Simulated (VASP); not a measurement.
Set up this calculation in VASP 6.6.1, as the native input.

```
Task                   : single point
Functional             : PBE
Dispersion             : D3(BJ)
Potentials or basis    : VASP PAW PBE potentials, release 64 (H, Si, S)
Cutoff                 : 400 eV
k mesh                 : 2 × 2 × 1
Occupations            : gaussian, width 0.02 eV
Spin                   : no spin polarisation
Dipole correction      : no
Further INCAR settings : LREAL = Auto; ALGO = Normal; EDIFF = 1e-06; NBANDS = 69; NELMDL = -8
```

The structure of Si20H10S lies in POSCAR:

```
Si20H10S
1.0
    7.6791800000      0.0000000000      0.0000000000
    0.0000000000      7.6791800000      0.0000000000
    0.0000000000      0.0000000000     18.2555000000
H Si S
10 20 1
Direct
    0.4093920184      0.0000000000      0.0547780121
    0.0906079816      0.0000000000      0.0547780121
    0.9093920184      0.0000000000      0.0547780121
    0.5906079816      0.0000000000      0.0547780121
    0.4093920184      0.5000000000      0.0547780121
    0.0906079816      0.5000000000      0.0547780121
    0.9093920184      0.5000000000      0.0547780121
    0.5906079816      0.5000000000      0.0547780121
    0.3237121672      1.4013411588      0.4635038208
    0.4191192289      0.9779759037      0.5039366766
    0.2500000000      0.0000000000      0.1021883816
    0.7500000000      0.0000000000      0.1021883816
    0.2500000000      0.5000000000      0.1021883816
    0.7500000000      0.5000000000      0.1021883816
    0.2506248063      0.2502922187      0.1721659226
    0.7546023143      0.2493814444      0.1724288571
    0.2506263690      0.7494858826      0.1792568815
    0.7531563266      0.7471228699      0.1779703651
    0.0031683070      0.2445031891      0.2456280025
    0.5031274173      0.2394133228      0.2412333817
    0.0001709818      0.7456247933      0.2564375120
    0.5045680659      0.7470845846      0.2534743502
   -0.0110866004      0.0057674127      0.3249808003
    0.5134639376      0.0050509299      0.3227135932
    0.0114796111      0.4860412179      0.3294300348
    0.5014543219      0.4825607682      0.3196586234
    0.2525423287      0.0656972489      0.3833510449
    0.7486964754      0.0644139088      0.4042809016
    0.2651388560      0.3771476902      0.3865872203
    0.7524209616      0.3557752260      0.3672362850
    0.2454670941      0.9565547363      0.4925307442
```

One way to write it, as run:

INCAR

```
SYSTEM = Si20H10S
  ALGO = Normal
  EDIFF = 1E-6
  ENCUT = 400
  GGA = PE
  GGA_COMPAT = .FALSE.
  ISIF = 2
  ISMEAR = 0
  IVDW = 12
  LASPH = .TRUE.
  LCHARG = .FALSE.
  LREAL = Auto
  LWAVE = .FALSE.
  NBANDS = 69
  NELM = 120
  NELMDL = -8
  PREC = Accurate
  SIGMA = 0.02
```

KPOINTS

```
k-points
0
G
  2 2 1
  0 0 0
```

Potentials or basis: VASP PAW PBE potentials, release 64 (H, Si, S).

Launch:

```console
$ cat potpaw_PBE.64/H/POTCAR potpaw_PBE.64/Si/POTCAR potpaw_PBE.64/S/POTCAR > POTCAR
$ mpirun -np 1 vasp_std > vasp.out
```

It gave:

```json
{
 "Largest force": "0.683 eV/Å",
 "Band gap on the k mesh": "0.78 eV (least direct gap 0.93 eV)",
 "Dispersion energy per atom": "-0.170 eV"
}
```

Run time: 16 min on 1 thread of Intel Xeon 8259CL, with other jobs on the host, peak memory 0.7 GiB.
